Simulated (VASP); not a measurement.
# SiO2 (P4_12_12) in VASP: a series of runs, part 2 of 2

VASP 6.6.1. Earlier steps stand in the parts before.

## (3) Single point, PBE

This run uses another cell than the first one, of 15.29 Å³/atom.

INCAR

```
  ALGO = Normal
  EDIFF = 1E-6
  ENCUT = 520
  GGA = PE
  ISIF = 2
  ISMEAR = 0
  LASPH = True
  LCHARG = True
  LELF = True
  LREAL = False
  LVHAR = True
  LWAVE = False
  NBANDS = 44
  NELM = 80
  PREC = Accurate
  SIGMA = 0.02
```

KPOINTS

```
k-points
0
Gamma
  6 6 4
```

POSCAR

```
SiO2
1.0
    5.0837000502      0.0000000000      0.0000000000
    0.0000000000      5.0837000502      0.0000000000
    0.0000000000      0.0000000000      7.1008764821
Si O
4 8
Direct
    0.2938575658      0.2938575658      0.0000000000
    0.2061424342      0.7938575658      0.2500000000
    0.7061424342      0.7061424342      0.5000000000
    0.7938575658      0.2061424342      0.7500000000
    0.2411800967      0.0934526103      0.1742257708
    0.4065473897      0.7411800967      0.4242257708
    0.7588199033      0.9065473897      0.6742257708
    0.5934526103      0.2588199033      0.9242257708
    0.7411800967      0.4065473897      0.5757742292
    0.9065473897      0.7588199033      0.3257742292
    0.2588199033      0.5934526103      0.0757742292
    0.0934526103      0.2411800967      0.8257742292
```

Potentials or basis: VASP PAW PBE potentials, release 64 (Si, O).

The run is started by

```
> cat potpaw_PBE.64/Si/POTCAR potpaw_PBE.64/O/POTCAR > POTCAR
> mpirun -np 1 vasp_std > vasp.out
```

OUTCAR:

```text
EDIFF = 1E-6
   ENCUT = 520
   GGA = PE
   ISIF = 2
   ISMEAR = 0
   LASPH = True
   LREAL = False
   NELM = 80
   PREC = Accurate

 ion  position               nearest neighbor table
   1  0.294  0.294  0.000-   5 1.62  12 1.62  11 1.63   8 1.63   2 3.13   4 3.13   2 3.13   4 3.13

   2  0.206  0.794  0.250-   6 1.62  11 1.62  10 1.63   5 1.63   1 3.13   3 3.13   1 3.13   3 3.13

   3  0.706  0.706  0.500-   7 1.62  10 1.62   9 1.63   6 1.63   2 3.13   4 3.13   4 3.13   2 3.13

   4  0.794  0.206  0.750-   8 1.62   9 1.62   7 1.63  12 1.63   1 3.13   3 3.13   3 3.13   1 3.13

   5  0.241  0.093  0.174-   1 1.62   2 1.63
   6  0.407  0.741  0.424-   2 1.62   3 1.63
   7  0.759  0.907  0.674-   3 1.62   4 1.63
   8  0.593  0.259  0.924-   4 1.62   1 1.63
   9  0.741  0.407  0.576-   4 1.62   3 1.63
  10  0.907  0.759  0.326-   3 1.62   2 1.63
  11  0.259  0.593  0.076-   2 1.62   1 1.63
  12  0.093  0.241  0.826-   1 1.62   4 1.63

  LATTYP: Found a simple tetragonal cell.
 ALAT       =     5.0837000502
 C/A-ratio  =     1.3967929681

  Lattice vectors:

 A1 = (   5.0837000502,   0.0000000000,   0.0000000000)
 A2 = (   0.0000000000,   5.0837000502,   0.0000000000)
 A3 = (   0.0000000000,   0.0000000000,   7.1008764821)

Analysis of symmetry for initial positions (statically):
=====================================================================
 Subroutine PRICEL returns:
 Original cell was already a primitive cell.

 Routine SETGRP: Setting up the symmetry group for a
 simple tetragonal supercell.

 Subroutine GETGRP returns: Found  8 space group operations
 (whereof  2 operations were pure point group operations)
 out of a pool of 16 trial point group operations.

The static configuration has the point symmetry C_2 .
 The point group associated with its full space group is D_4 .

Analysis of symmetry for dynamics (positions and initial velocities):
=====================================================================
 Subroutine PRICEL returns:
 Original cell was already a primitive cell.

 Routine SETGRP: Setting up the symmetry group for a
 simple tetragonal supercell.

 Subroutine GETGRP returns: Found  8 space group operations
 (whereof  2 operations were pure point group operations)
 out of a pool of 16 trial point group operations.

The dynamic configuration has the point symmetry C_2 .
 The point group associated with its full space group is D_4 .

 Subroutine INISYM returns: Found  8 space group operations
 (whereof  2 operations are pure point group operations),
 and found     1 'primitive' translations

----------------------------------------------------------------------------------------

                                     Primitive cell

  volume of cell :     183.5151

  direct lattice vectors                    reciprocal lattice vectors
[... 69 lines left out ...]
  0.333333  0.166667  0.000000      8.000000
[... 16 lines left out ...]
  0.333333  0.000000  0.500000      4.000000
  0.500000  0.000000  0.500000      2.000000
 [... further k-points ...]
   k-points           NKPTS =     30   k-points in BZ     NKDIM =     30   number of bands    NBANDS=     44
   number of dos      NEDOS =    301   number of ions     NIONS =     12
   total plane-waves  NPLWV =  86400
   dimension x,y,z NGX =    40 NGY =   40 NGZ =   54
   dimension x,y,z NGXF=    80 NGYF=   80 NGZF=  108
   ions per type =               4   8
   NGX,Y,Z   is equivalent  to a cutoff of  13.08, 13.08, 12.64 a.u.
   NGXF,Y,Z  is equivalent  to a cutoff of  26.16, 26.16, 25.28 a.u.
 SYSTEM =  unknown system
   PREC   = accura    normal or accurate (medium, high low for compatibility)
   ISTART =      0    job   : 0-new  1-cont  2-samecut
   ICHARG =      2    charge: 1-file 2-atom 10-const
   ISPIN  =      1    spin polarized calculation?
   LNONCOLLINEAR =      F non collinear calculations
   LSORBIT =      F    spin-orbit coupling
   LASPH  =      T    aspherical Exc in radial PAW
   ENCUT  =  520.0 eV  38.22 Ry    6.18 a.u.   9.45  9.45 13.20*2*pi/ulx,y,z
   NELM   =     80;   NELMIN=  2; NELMDL= -5     # of ELM steps
   EDIFF  = 0.1E-05   stopping-criterion for ELM
   LREAL  =      F    real-space projection
   EDIFFG = 0.1E-04   stopping-criterion for IOM
   NSW    =      0    number of steps for IOM
   IBRION =     -1    ionic relax: 0-MD 1-quasi-New 2-CG
   NFREE  =      0    steps in history (QN), initial steepest desc. (CG)
   ISIF   =      2    stress and relaxation
   ISYM   =      2    0-nonsym 1-usesym 2-fastsym
   POTIM  = 0.5000    time-step for ionic-motion
   TEBEG  =    0.0;   TEEND  =   0.0 temperature during run
   PSTRESS=    0.0 pullay stress
   NELECT =      64.0000    total number of electrons
   NUPDOWN=      -1.0000    fix difference up-down
   EMIN   =  10.00;   EMAX   =-10.00  energy-range for DOS
   EFERMI =   0.00;   METHOD = LEGACY
   ISMEAR =     0;   SIGMA  =   0.02  broadening in eV -4-tet -1-fermi 0-gaus
   EFERMI_NEDOS =   21; number of points for ismear=-14 and -15
   IALGO  =     38    algorithm
   IMIX   =      4    mixing-type and parameters
     AMIX     =   0.40;   BMIX     =  1.00
     AMIX_MAG =   1.60;   BMIX_MAG =  1.00
  volume/ion in A,a.u.               =      15.29       103.20
  Fermi-wavevector in a.u.,A,eV,Ry     =   1.152332  2.177591 18.066750  1.327869
  Thomas-Fermi vector in A             =   2.288984
   LORBIT       =      0    0 simple, 1 ext, 2 COOP (PROOUT), +10 PAW based schemes
   GGA     = PE    functional components
   LHFCALC =     F    Hartree Fock is set to
   AEXX    =    0.0000 exact exchange contribution
   IVDW    =     0    specifies the selected vdW correction
   LEPSILON=     F    determine dielectric tensor
   LRPA    =     F    only Hartree local field effects (RPA)
 non-spin polarized calculation
 Gauss-broadening in eV      SIGMA  =   0.02
  energy-cutoff  :      520.00
  volume of cell :      183.52
 maximum number of plane-waves:      4976
 NGX is ok and might be reduce to    40
   NGX = 19   NGY = 19   NGZ = 27

 number of electron      63.9999979 magnetization

 Free energy of the ion-electron system (eV)
  ---------------------------------------------------
  ext. energy  EPLUGINS =         0.00000000
  ---------------------------------------------------
  free energy    TOTEN  =       -94.95221507 eV

  energy without entropy =      -94.95221507  energy(sigma->0) =      -94.95221507

 E-fermi :  -0.1747     XC(G=0):  -8.0988

 val. band max:       -0.2972485591   @ k =   0.0000   0.0000   0.0000
 cond. band min:       5.2150212867   @ k =   0.0000   0.0000   0.0000
 fundamental gap:      5.5122698458
 Fermi energy:        -0.1747151999

 k-point     1 :       0.0000    0.0000    0.0000
  band No.  band energies     occupation
      1     -19.6164      2.00000
      2     -18.7559      2.00000
      3     -18.7559      2.00000
      4     -17.6326      2.00000
      5     -17.6044      2.00000
      6     -17.6033      2.00000
[... 1117 lines left out ...]
     43      11.0133      0.00000
     44      11.0153      0.00000

 [... further k-points ...]

------------------------ aborting loop because EDIFF is reached ----------------------------------------

  FORCE on cell =-STRESS in cart. coord.  units (eV):
  Direction    XX          YY          ZZ          XY          YZ          ZX
  --------------------------------------------------------------------------------------
  -------------------------------------------------------------------------------------
  Total        0.1065045      0.1065045      0.0424927      0.0000000      0.0000000      0.0000000
  in kB        0.9298368      0.9298368      0.3709822      0.0000000      0.0000000      0.0000000
  external PRESSURE =       0.7435519 kB  Pullay stress =       0.0000000 kB

 VOLUME and BASIS-vectors are now :
 -----------------------------------------------------------------------------
  energy-cutoff  :      520.00
  volume of cell :      183.52
      direct lattice vectors                 reciprocal lattice vectors
     5.083700050  0.000000000  0.000000000     0.196707121  0.000000000  0.000000000
     0.000000000  5.083700050  0.000000000     0.000000000  0.196707121  0.000000000
     0.000000000  0.000000000  7.100876482     0.000000000  0.000000000  0.140827686

 POSITION                                       TOTAL-FORCE (eV/Angst)
 -----------------------------------------------------------------------------------
      1.49388      1.49388      0.00000         0.013023      0.013023      0.000000
      1.04797      4.03573      1.77522        -0.013023      0.013023      0.000000
      3.58982      3.58982      3.55044        -0.013023     -0.013023      0.000000
      4.03573      1.04797      5.32566         0.013023     -0.013023      0.000000
      1.22609      0.47509      1.23716         0.000963      0.000136     -0.009069
      2.06676      3.76794      3.01237        -0.000136      0.000963     -0.009069
      3.85761      4.60862      4.78759        -0.000963     -0.000136     -0.009069
      3.01694      1.31576      6.56281         0.000136     -0.000963     -0.009069
      3.76794      2.06676      4.08850         0.000963     -0.000136      0.009069
      4.60862      3.85761      2.31328        -0.000136     -0.000963      0.009069
      1.31576      3.01694      0.53806        -0.000963      0.000136      0.009069
      0.47509      1.22609      5.86372         0.000136      0.000963      0.009069
 -----------------------------------------------------------------------------------
    total drift:                                0.000000     -0.000000     -0.000000

  FREE ENERGIE OF THE ION-ELECTRON SYSTEM (eV)
  ---------------------------------------------------
  free  energy   TOTEN  =       -94.9522150683 eV

  energy  without entropy=      -94.9522150683  energy(sigma->0) =      -94.95221507
```

It took 100 s on 1 thread of AMD EPYC 9R45 (Zen 5), shared host; peak memory 0.34 GiB.

What came out:

```yaml
Free_energy: -94.9522 eV
Pressure: 0.1 GPa
Largest_force: 0.018 eV/Å
Band_gap_on_the_k_mesh: 5.51 eV
```

Forces on the atoms (eV/Å):
```
Si   0.013  0.013  0.000
Si  -0.013  0.013  0.000
Si  -0.013 -0.013  0.000
Si   0.013 -0.013  0.000
O    0.001  0.000 -0.009
O    0.000  0.001 -0.009
O   -0.001  0.000 -0.009
O    0.000 -0.001 -0.009
O    0.001  0.000  0.009
O    0.000 -0.001  0.009
O   -0.001  0.000  0.009
O    0.000  0.001  0.009
```

A k mesh can miss the band edges. A hybrid or GW would open this gap; PBE tends to underestimate it.

## (4) Relaxation of shape and atoms at fixed volume, PBE (13.46 Å³/atom)

This run uses another cell than the first one, of 13.46 Å³/atom.

INCAR

```
  PREC = Accurate
  ENCUT = 600
  EDIFF = 1E-6
  ISMEAR = 0
  SIGMA = 0.02
  LREAL = False
  LASPH = True
  NELM = 80
  ALGO = Normal
  ISIF = 4
  LWAVE = False
  LCHARG = False
  GGA = PE
  IBRION = 2
  NSW = 50
  EDIFFG = -0.01
  LUSENCCL = False
```

KPOINTS

```
regular mesh
0
Gamma
  6 6 4
```

POSCAR

```
SiO2
1.0
    4.8889065551      0.0000000000      0.0000000000
    0.0000000000      4.8889065551      0.0000000000
    0.0000000000      0.0000000000      6.7566431240
Si O
4 8
Direct
    0.3090163377      0.3090163377      0.0000000000
    0.1909836623      0.8090163377      0.2500000000
    0.6909836623      0.6909836623      0.5000000000
    0.8090163377      0.1909836623      0.7500000000
    0.2351150487      0.1236951842      0.1891880767
    0.3763048158      0.7351150487      0.4391880767
    0.7648849513      0.8763048158      0.6891880767
    0.6236951842      0.2648849513      0.9391880767
    0.7351150487      0.3763048158      0.5608119233
    0.8763048158      0.7648849513      0.3108119233
    0.2648849513      0.6236951842      0.0608119233
    0.1236951842      0.2351150487      0.8108119233
```

The run is started by

```
> cat potpaw_PBE.64/Si/POTCAR potpaw_PBE.64/O/POTCAR > POTCAR
> mpirun -np 1 vasp_std > vasp.out
```

It took 4.6 min on 1 × NVIDIA H100 80GB with 1 thread of AMD EPYC 7R13 (Zen 3), shared host; peak memory 1.4 GiB.

It converged, with:

```yaml
Free_energy: -94.7958 eV
Energy_gained_by_relaxing: 7.8 meV/atom
Ionic_steps: 18
Pressure_after_relaxing: 2.3 GPa
Largest_force_after_relaxing: 0.007 eV/Å
Band_gap_on_the_k_mesh: 5.69 eV
```

Forces on the atoms (eV/Å):
```
Si   0.000  0.000  0.000
Si   0.000  0.000  0.000
Si   0.000  0.000  0.000
Si   0.000  0.000  0.000
O    0.006 -0.001  0.003
O    0.001  0.006  0.003
O   -0.006  0.001  0.003
O   -0.001 -0.006  0.003
O    0.006  0.001 -0.003
O    0.001 -0.006 -0.003
O   -0.006 -0.001 -0.003
O   -0.001  0.006 -0.003
```

Stress tensor (GPa, compression positive):
```
2.25 0.00 0.00
0.00 2.25 0.00
0.00 0.00 2.34
```

Step by step:
| step | energy change (eV) | largest force (eV/Å) | pressure (GPa) | volume (Å³) |
| --- | --- | --- | --- | --- |
| 1 | 0.0000 | 0.3996 | 7.84 | 161.49 |
| 2 | -0.0494 | 0.2372 | 5.91 | 161.49 |
| 3 | -0.0743 | 0.1557 | 3.23 | 161.49 |
| 4 | -0.0796 | 0.4644 | 2.63 | 161.49 |
| 5 | -0.0817 | 0.3524 | 2.82 | 161.49 |
| 6 | -0.0889 | 0.2150 | 2.61 | 161.49 |
| 7 | -0.0932 | 0.0272 | 2.28 | 161.49 |
| 8 | -0.0932 | 0.0297 | 2.26 | 161.49 |
| 9 | -0.0934 | 0.0227 | 2.27 | 161.49 |
| 10 | -0.0936 | 0.0197 | 2.29 | 161.49 |
| 11 | -0.0935 | 0.0672 | 2.34 | 161.49 |
| 12 | -0.0937 | 0.0332 | 2.31 | 161.49 |
| 13 | -0.0938 | 0.0260 | 2.31 | 161.49 |
| 14 | -0.0939 | 0.0081 | 2.32 | 161.49 |
| 15 | -0.0939 | 0.0200 | 2.33 | 161.49 |
| 16 | -0.0939 | 0.0179 | 2.32 | 161.49 |
| 17 | -0.0940 | 0.0120 | 2.31 | 161.49 |
| 18 | -0.0941 | 0.0067 | 2.28 | 161.49 |

Final structure:
```
Si O
1.0
     4.90234    0.00000    0.00000
     0.00000    4.90234    0.00000
     0.00000    0.00000    6.71967
Si O
4 8
Direct
  0.31436 0.31436 0.00000
  0.18564 0.81436 0.25000
  0.68564 0.68564 0.50000
  0.81436 0.18564 0.75000
  0.23268 0.13324 0.19387
  0.36676 0.73268 0.44387
  0.76732 0.86676 0.69387
  0.63324 0.26732 0.94387
  0.73268 0.36676 0.55613
  0.86676 0.76732 0.30613
  0.26732 0.63324 0.05613
  0.13324 0.23268 0.80613
```

Levels at points of the mesh, in eV from the valence-band top:
```tsv
k point	band 30	band 31	band 32	band 33	band 34	band 35
(0.00, 0.00, 0.00)	-0.44	-0.44	0.00	5.69	8.80	8.80
(0.50, 0.00, 0.00)	-0.70	-0.50	-0.50	7.80	7.80	9.22
(0.50, 0.50, 0.00)	-0.57	-0.49	-0.49	8.66	8.66	8.71
(0.00, 0.00, 0.50)	-0.64	-0.37	-0.37	7.05	7.05	9.22
(0.50, 0.00, 0.50)	-0.89	-0.22	-0.22	8.09	8.09	9.23
(0.50, 0.50, 0.50)	-0.52	-0.52	-0.52	9.12	9.12	9.12
```

A k mesh can miss the band edges.

## (5) Relaxation of shape and atoms at fixed volume, PBE (13.92 Å³/atom)

This run uses another cell than the first one, of 13.92 Å³/atom.

INCAR

```
PREC = Accurate ; ENCUT = 600
EDIFF = 1E-6 ; ISMEAR = 0
SIGMA = 0.02 ; LREAL = False
LASPH = True ; NELM = 60
ALGO = Normal ; ISIF = 4
LWAVE = False ; LCHARG = False
GGA = PE ; IBRION = 2
NSW = 50 ; EDIFFG = -0.01
LUSENCCL = False
```

KPOINTS

```
Automatic mesh
0
Gamma
  6 6 4
```

POSCAR

```
SiO2
1.0
    4.9368314921      0.0000000000      0.0000000000
    0.0000000000      4.9368314921      0.0000000000
    0.0000000000      0.0000000000      6.8519875646
Si O
4 8
Direct
    0.3040506991      0.3040506991      0.0000000000
    0.1959493009      0.8040506991      0.2500000000
    0.6959493009      0.6959493009      0.5000000000
    0.8040506991      0.1959493009      0.7500000000
    0.2371879023      0.1139878816      0.1844135862
    0.3860121184      0.7371879023      0.4344135862
    0.7628120977      0.8860121184      0.6844135862
    0.6139878816      0.2628120977      0.9344135862
    0.7371879023      0.3860121184      0.5655864138
    0.8860121184      0.7628120977      0.3155864138
    0.2628120977      0.6139878816      0.0655864138
    0.1139878816      0.2371879023      0.8155864138
```

The run is started by

```
> cat potpaw_PBE.64/Si/POTCAR potpaw_PBE.64/O/POTCAR > POTCAR
> mpirun -np 1 vasp_std > vasp.out
```

Wall time 4 min (1 × NVIDIA H100 80GB with 1 thread of AMD EPYC 7R13 (Zen 3), shared host); peak memory 1.4 GiB.

It converged, with:

```
Free energy                  : -94.8752 eV
Energy gained by relaxing    : 7.3 meV/atom
Ionic steps                  : 17
Pressure after relaxing      : 1.5 GPa
Largest force after relaxing : 0.009 eV/Å
Band gap on the k mesh       : 5.65 eV
```

Forces in eV/Å, atoms in the order of the input:
```
Si   0.002  0.002  0.000
Si  -0.002  0.002  0.000
Si  -0.002 -0.002  0.000
Si   0.002 -0.002  0.000
O    0.005 -0.005  0.006
O    0.005  0.005  0.006
O   -0.005  0.005  0.006
O   -0.005 -0.005  0.006
O    0.005  0.005 -0.006
O    0.005 -0.005 -0.006
O   -0.005 -0.005 -0.006
O   -0.005  0.005 -0.006
```

Stress tensor (GPa, compression positive):
```
1.50 0.00 0.00
0.00 1.50 0.00
0.00 0.00 1.62
```

The path:
| step | energy change (eV) | largest force (eV/Å) | pressure (GPa) | volume (Å³) |
| --- | --- | --- | --- | --- |
| 1 | 0.0000 | 0.3587 | 6.76 | 167.00 |
| 2 | -0.0412 | 0.2318 | 5.20 | 167.00 |
| 3 | -0.0684 | 0.1624 | 2.46 | 167.00 |
| 4 | -0.0713 | 0.5019 | 1.82 | 167.00 |
| 5 | -0.0752 | 0.3442 | 2.08 | 167.00 |
| 6 | -0.0831 | 0.1949 | 1.84 | 167.00 |
| 7 | -0.0870 | 0.0351 | 1.51 | 167.00 |
| 8 | -0.0870 | 0.0336 | 1.52 | 167.00 |
| 9 | -0.0872 | 0.0222 | 1.53 | 167.00 |
| 10 | -0.0874 | 0.0351 | 1.55 | 167.00 |
| 11 | -0.0875 | 0.0282 | 1.55 | 167.00 |
| 12 | -0.0877 | 0.0111 | 1.56 | 167.00 |
| 13 | -0.0876 | 0.0512 | 1.58 | 167.00 |
| 14 | -0.0877 | 0.0214 | 1.57 | 167.00 |
| 15 | -0.0878 | 0.0189 | 1.57 | 167.00 |
| 16 | -0.0878 | 0.0114 | 1.56 | 167.00 |
| 17 | -0.0879 | 0.0094 | 1.54 | 167.00 |

Final structure:
```
Si O
1.0
     4.94933    0.00000    0.00000
     0.00000    4.94933    0.00000
     0.00000    0.00000    6.81743
Si O
4 8
Direct
  0.30950 0.30950 0.00000
  0.19050 0.80950 0.25000
  0.69050 0.69050 0.50000
  0.80950 0.19050 0.75000
  0.23483 0.12384 0.18919
  0.37616 0.73483 0.43919
  0.76517 0.87616 0.68919
  0.62384 0.26517 0.93919
  0.73483 0.37616 0.56081
  0.87616 0.76517 0.31081
  0.26517 0.62384 0.06081
  0.12384 0.23483 0.81081
```

Levels at points of the mesh, in eV from the valence-band top:
```tsv
k point	band 30	band 31	band 32	band 33	band 34	band 35
(0.00, 0.00, 0.00)	-0.39	-0.39	0.00	5.65	8.77	8.77
(0.50, 0.00, 0.00)	-0.67	-0.50	-0.50	7.72	7.72	9.20
(0.50, 0.50, 0.00)	-0.57	-0.50	-0.50	8.67	8.67	8.68
(0.00, 0.00, 0.50)	-0.60	-0.37	-0.37	6.96	6.96	9.26
(0.50, 0.00, 0.50)	-0.89	-0.21	-0.21	7.99	7.99	9.11
(0.50, 0.50, 0.50)	-0.55	-0.55	-0.55	9.11	9.11	9.11
```

A k mesh can miss the band edges.

## (6) The runs side by side

```csv
task,cell,cutoff (eV),gap on the mesh (eV),pressure (GPa),largest force (eV/Å)
single point,"a = 5.037, b = 5.037, c = 7.017 Å, 12 atoms, atomic positions A",520,5.56,0.6,0.03
single point,"a = 5.084, b = 5.084, c = 7.101 Å, 12 atoms, atomic positions B",520,5.51,0.1,0.02
relaxation of shape and atoms at fixed volume,"relaxed from a = 4.889, b = 4.889, c = 6.757 Å, 12 atoms, atomic positions C",600,5.69,2.3,0.01
relaxation of shape and atoms at fixed volume,"relaxed from a = 4.937, b = 4.937, c = 6.852 Å, 12 atoms, atomic positions D",600,5.65,1.5,0.01
```

Alike in all rows: level PBE; potentials or basis VASP PAW PBE potentials, release 64 (Si, O); no spin polarisation; k mesh 6 × 6 × 4; smearing gaussian 0.02 eV.

Total energies depend on the potentials used, so only differences within one code and one set of settings carry meaning.
